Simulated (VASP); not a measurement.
# BaTiO3: single point with r2SCAN

Crystal: BaTiO3.

```xyz
15
Lattice="2.8401 -1.6397 -2.3314 0.0000 3.2794 -2.3314 10.4136 6.0123 3.8856" Properties=species:S:1:pos:R:3 pbc="T T T"
Ba    9.2353    5.3320    0.6065
Ba    3.5552    2.0526   -4.0563
Ba    6.3952    3.6923   -1.7249
Ti    9.2353    5.3320    4.1978
Ti    3.5552    2.0526   -0.4650
Ti    6.3952    3.6923    1.8664
O     9.2353    3.7238    5.1559
O     3.5552    0.4443    0.4930
O     6.3952    2.0840    2.8245
O     7.8425    6.1361    5.1559
O     2.1624    2.8567    0.4930
O     5.0025    4.4964    2.8245
O     2.1079    1.2170   -1.8384
O     4.9480    2.8567    0.4930
O     7.7880    4.4964    2.8245
```

This cell differs from its parent crystal: the part above a cut slid along it.

```yaml
Program: VASP 6.6.1
Task: single point
Functional: r2SCAN
Potentials_or_basis: VASP PAW PBE potentials, release 64 (Ba_sv, Ti_sv, O)
Cutoff: 520 eV
k_mesh: 6 × 6 × 2
Occupations: gaussian, width 0.05 eV
Spin: no spin polarisation
Dipole_correction: no
Further_INCAR_settings: LREAL = Auto; ALGO = Normal; EDIFF = 1e-07; NBANDS = 73
```

```
Pressure               : 5.4 GPa
Largest force          : 12.978 eV/Å
Band gap on the k mesh : 0.59 eV (least direct gap 0.83 eV)
```

Forces in eV/Å, atoms in the order of the input:
```
Ba    0.172   0.099   0.047
Ba   10.286   5.939   1.951
Ba   -0.141  -0.082  -0.139
Ti  -11.238  -6.488  -0.213
Ti   -1.203  -0.695  -1.389
Ti   -0.657  -0.379  -0.628
O    -0.214  -0.655  -1.202
O    -0.052  -0.067   0.252
O     0.147   0.042   0.161
O    -0.674   0.143  -1.202
O    -0.084  -0.011   0.252
O     0.110   0.106   0.161
O     2.030   1.172   0.691
O     0.761   0.440   0.526
O     0.757   0.437   0.730
```

Stress tensor (GPa, compression positive):
```
15.70  9.86  5.19
 9.86  4.32  3.00
 5.19  3.00 -3.73
```

Levels at points of the mesh, in eV from the valence-band top:
```csv
k point,band 57,band 58,band 59,band 60,band 61,band 62,band 63,band 64
"(0.00, 0.00, 0.00)",-1.45,-0.65,-0.30,-0.22,0.62,0.85,1.75,1.96
"(0.50, 0.00, 0.00)",-1.34,-1.05,-0.50,-0.34,1.21,2.05,2.21,2.63
"(0.50, 0.50, 0.00)",-0.71,-0.56,-0.41,-0.03,2.06,2.10,2.74,3.24
"(0.00, 0.00, 0.50)",-1.43,-0.74,-0.34,-0.31,0.59,0.89,1.76,1.96
"(0.50, 0.00, 0.50)",-1.38,-1.00,-0.52,-0.29,1.18,2.04,2.17,2.65
"(0.50, 0.50, 0.50)",-0.72,-0.59,-0.42,0.00,2.07,2.09,2.75,3.26
```

It took 20 min on 1 thread of AMD EPYC 9R45 96-Core Processor (Zen 5), with other jobs on the host, peak memory 0.41 GiB.

Caveat: the cell differs from its parent crystal (the part above a cut slid along it); the stress differs along the axes, from -4 to 16 GPa; the PAW data sets were made with another functional, which shifts forces and pressure a little; spin-orbit coupling is left out, which moves the levels of the heavy elements. A k mesh can miss the band edges.
